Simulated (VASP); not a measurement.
# Mo (R-3m) in VASP: a series of runs

Runs on Mo. Level: LDA. Tasks: single point.

Program: VASP 6.6.1. These are calculated values, not measurements. Logs are shortened: lines on timing, memory, paths and dates and some standing lists are left out, and cuts for length are marked.

**1. The cell of the first run**

The structure is trigonal, space group R-3m (No. 166). Conventional cell: a = 3.713 Å, b = 3.713 Å, c = 3.381 Å, α = 90.00°, β = 90.00°, γ = 120.00°. Within 3.2 Å of Mo (site symmetry -3m) lie 12 Mo at 2.42 to 3.11 Å.

**2. Single point, LDA (13.45 Å³/atom)**

Contents of INCAR:

```
SYSTEM = Mo
  PREC = Accurate
  ENCUT = 520
  EDIFF = 1E-6
  ISMEAR = 0
  SIGMA = 0.15
  LREAL = .FALSE.
  LASPH = .TRUE.
  NELM = 100
  ALGO = Fast
  ISIF = 2
  LWAVE = .FALSE.
  LCHARG = .FALSE.
  GGA = CA
  NBANDS = 13
```

Contents of KPOINTS:

```
Automatic mesh
0
G
  22 22 22
  0 0 0
```

Contents of POSCAR:

```
Mo
1.0
   -1.0995915363      1.5257762384      1.5257762384
    1.5257762384     -1.0995915363      1.5257762384
    1.5257762384      1.5257762384     -1.0995915363
Mo
1
Direct
    0.0000000000      0.0000000000      0.0000000000
```

Potentials or basis: VASP PAW LDA potentials, release 64 (Mo_sv).

The run is started by

```bash
cat potpaw_LDA.64/Mo_sv/POTCAR > POTCAR
mpirun -np 1 vasp_std > vasp.out
```

OUTCAR:

```text
SYSTEM = Mo
   PREC = Accurate
   ENCUT = 520
   EDIFF = 1E-6
   ISMEAR = 0
   LREAL = .FALSE.
   LASPH = .TRUE.
   NELM = 100
   ISIF = 2
   GGA = CA

 ion  position               nearest neighbor table
   1  0.000  0.000  0.000-

  LATTYP: Found a trigonal (rhomboedric) cell.
 ALAT       =     2.4217943360
 COS(alpha) =    -0.1751837620

  Lattice vectors:

 A1 = (  -1.0995915363,   1.5257762384,   1.5257762384)
 A2 = (   1.5257762384,  -1.0995915363,   1.5257762384)
 A3 = (   1.5257762384,   1.5257762384,  -1.0995915363)

Analysis of symmetry for initial positions (statically):
=====================================================================
 Subroutine PRICEL returns:
 Original cell was already a primitive cell.

 Routine SETGRP: Setting up the symmetry group for a
 trigonal (rhombohedral) supercell.

 Subroutine GETGRP returns: Found 12 space group operations
 (whereof 12 operations were pure point group operations)
 out of a pool of 12 trial point group operations.

The static configuration has the point symmetry D_3d.

Analysis of symmetry for dynamics (positions and initial velocities):
=====================================================================
 Subroutine PRICEL returns:
 Original cell was already a primitive cell.

 Routine SETGRP: Setting up the symmetry group for a
 trigonal (rhombohedral) supercell.

 Subroutine GETGRP returns: Found 12 space group operations
 (whereof 12 operations were pure point group operations)
 out of a pool of 12 trial point group operations.

The dynamic configuration has the point symmetry D_3d.

 Subroutine INISYM returns: Found 12 space group operations
 (whereof 12 operations are pure point group operations),
 and found     1 'primitive' translations

----------------------------------------------------------------------------------------

                                     Primitive cell

  volume of cell :      13.4540

  direct lattice vectors                    reciprocal lattice vectors
    -1.099591536  1.525776238  1.525776238    -0.083164232  0.297734783  0.297734783
     1.525776238 -1.099591536  1.525776238     0.297734783 -0.083164232  0.297734783
     1.525776238  1.525776238 -1.099591536     0.297734783  0.297734783 -0.083164232

  length of vectors
     2.421794336  2.421794336  2.421794336     0.429194934  0.429194934  0.429194934

  position of ions in fractional coordinates (direct lattice)
     0.000000000  0.000000000  0.000000000

  ion indices of the primitive-cell ions
[... 83 lines left out ...]
   TEBEG  =    0.0;   TEEND  =   0.0 temperature during run
   PSTRESS=    0.0 pullay stress
   NELECT =      14.0000    total number of electrons
   NUPDOWN=      -1.0000    fix difference up-down
   EMIN   =  10.00;   EMAX   =-10.00  energy-range for DOS
   EFERMI =   0.00;   METHOD = LEGACY
   ISMEAR =     0;   SIGMA  =   0.15  broadening in eV -4-tet -1-fermi 0-gaus
   EFERMI_NEDOS =   21; number of points for ismear=-14 and -15
   IALGO  =     68    algorithm
   IMIX   =      4    mixing-type and parameters
     AMIX     =   0.40;   BMIX     =  1.00
     AMIX_MAG =   1.60;   BMIX_MAG =  1.00
  volume/ion in A,a.u.               =      13.45        90.79
  Fermi-wavevector in a.u.,A,eV,Ry     =   1.658952  3.134964 37.444869  2.752120
  Thomas-Fermi vector in A             =   2.746444
   LORBIT       =      0    0 simple, 1 ext, 2 COOP (PROOUT), +10 PAW based schemes
   GGA     = CA    functional components
   LHFCALC =     F    Hartree Fock is set to
   AEXX    =    0.0000 exact exchange contribution
   IVDW    =     0    specifies the selected vdW correction
   LEPSILON=     F    determine dielectric tensor
   LRPA    =     F    only Hartree local field effects (RPA)
 non-spin polarized calculation
 RMM-DIIS sequential band-by-band and
 Gauss-broadening in eV      SIGMA  =   0.15
  energy-cutoff  :      520.00
  volume of cell :       13.45
 maximum number of plane-waves:       383
 NGX is ok and might be reduce to    18
   NGX =  9   NGY =  9   NGZ =  9

 number of electron      13.9999994 magnetization

 Free energy of the ion-electron system (eV)
  ---------------------------------------------------
  ext. energy  EPLUGINS =         0.00000000
  ---------------------------------------------------
  free energy    TOTEN  =       -11.02996429 eV

  energy without entropy =      -11.02364830  energy(sigma->0) =      -11.02680630

 E-fermi :  15.1857     XC(G=0): -14.3633

 val. band max:       15.1849201255   @ k =   0.3182   0.3182   0.1364
 cond. band min:      15.1886373208   @ k =  -0.2727   0.1364   0.0909
 fundamental gap:      0.0037171953
 Fermi energy:        15.1856761442

 k-point     1 :       0.0000    0.0000    0.0000
  band No.  band energies     occupation
      1     -46.2038      2.00000
      2     -19.2151      2.00000
      3     -18.7148      2.00000
      4     -18.7148      2.00000
      5       7.5879      2.00000
      6      10.0401      2.00000
      7      10.0401      2.00000
      8      18.1600      0.00000
      9      19.2333      0.00000
     10      19.2333      0.00000
     11      29.9298      0.00000
     12      29.9298      0.00000
     13      36.1445      0.00000
[... 354 lines left out ...]
  band No.  band energies     occupation
      1     -45.7380      2.00000
      2     -21.6251      2.00000
      3     -18.9177      2.00000
      4     -18.5753      2.00000
      5      10.0012      2.00000
      6      10.4111      2.00000
      7      14.6522      2.00000
      8      17.0726      0.00000
      9      17.9667      0.00000
     10      19.4451      0.00000
     11      27.7327      0.00000
     12      30.2422      0.00000
     13      36.1787      0.00000

 [... further k-points ...]

------------------------ aborting loop because EDIFF is reached ----------------------------------------

  FORCE on cell =-STRESS in cart. coord.  units (eV):
  Direction    XX          YY          ZZ          XY          YZ          ZX
  --------------------------------------------------------------------------------------
  -------------------------------------------------------------------------------------
  Total        5.1149789      5.1149789      5.1149789     -1.7278033     -1.7278033     -1.7278033
  in kB      609.1202078    609.1202078    609.1202078   -205.7564509   -205.7564509   -205.7564509
  external PRESSURE =     609.1202078 kB  Pullay stress =       0.0000000 kB

 VOLUME and BASIS-vectors are now :
 -----------------------------------------------------------------------------
  energy-cutoff  :      520.00
  volume of cell :       13.45
      direct lattice vectors                 reciprocal lattice vectors
    -1.099591536  1.525776238  1.525776238    -0.083164232  0.297734783  0.297734783
     1.525776238 -1.099591536  1.525776238     0.297734783 -0.083164232  0.297734783
     1.525776238  1.525776238 -1.099591536     0.297734783  0.297734783 -0.083164232

 POSITION                                       TOTAL-FORCE (eV/Angst)
 -----------------------------------------------------------------------------------
      0.00000      0.00000      0.00000         0.000000      0.000000      0.000000
 -----------------------------------------------------------------------------------
    total drift:                                0.000000      0.000000      0.000000

  FREE ENERGIE OF THE ION-ELECTRON SYSTEM (eV)
  ---------------------------------------------------
  free  energy   TOTEN  =       -11.0299642946 eV

  energy  without entropy=      -11.0236483036  energy(sigma->0) =      -11.02680630
```

OSZICAR:

```text
N       E                     dE             d eps       ncg     rms          rms(c)
DAV:   1     0.988594869593E+02    0.98859E+02   -0.79517E+03 26861   0.113E+03
DAV:   2    -0.102488929657E+02   -0.10911E+03   -0.10443E+03 29304   0.326E+02
DAV:   3    -0.114477712841E+02   -0.11989E+01   -0.11965E+01 30734   0.357E+01
DAV:   4    -0.114506700862E+02   -0.28988E-02   -0.28987E-02 29534   0.204E+00
DAV:   5    -0.114506886847E+02   -0.18599E-04   -0.18599E-04 31089   0.148E-01    0.238E+01
RMM:   6    -0.110967268790E+02    0.35396E+00   -0.34536E-01 26627   0.589E+00    0.947E+00
RMM:   7    -0.110330627695E+02    0.63664E-01   -0.11894E-01 27217   0.342E+00    0.997E-01
RMM:   8    -0.110299232430E+02    0.31395E-02   -0.90712E-03 29275   0.111E+00    0.488E-02
RMM:   9    -0.110299571894E+02   -0.33946E-04   -0.90691E-04 30649   0.355E-01    0.721E-02
RMM:  10    -0.110299661449E+02   -0.89555E-05   -0.12626E-04 30311   0.143E-01    0.553E-02
RMM:  11    -0.110299637288E+02    0.24161E-05   -0.40967E-05 30660   0.766E-02    0.105E-02
RMM:  12    -0.110299642946E+02   -0.56586E-06   -0.61452E-06 28095   0.309E-02
   1 F= -.11029964E+02 E0= -.11026806E+02  d E =-.631599E-02
```

Wall time 53 s (1 thread of Intel Xeon 6975P-C (Granite Rapids), shared host); peak memory 0.26 GiB.

Results:

```
Free energy            : -11.0300 eV
Pressure               : 60.9 GPa
Band gap on the k mesh : zero (bands 7 and 8 overlap by 3.32 eV)
```

Stress tensor (GPa, compression positive):
```
 60.91 -20.58 -20.58
-20.58  60.91 -20.58
-20.58 -20.58  60.91
```

Caveat: the cell stands under pressure.

(Part 1 of 2 ends here.)
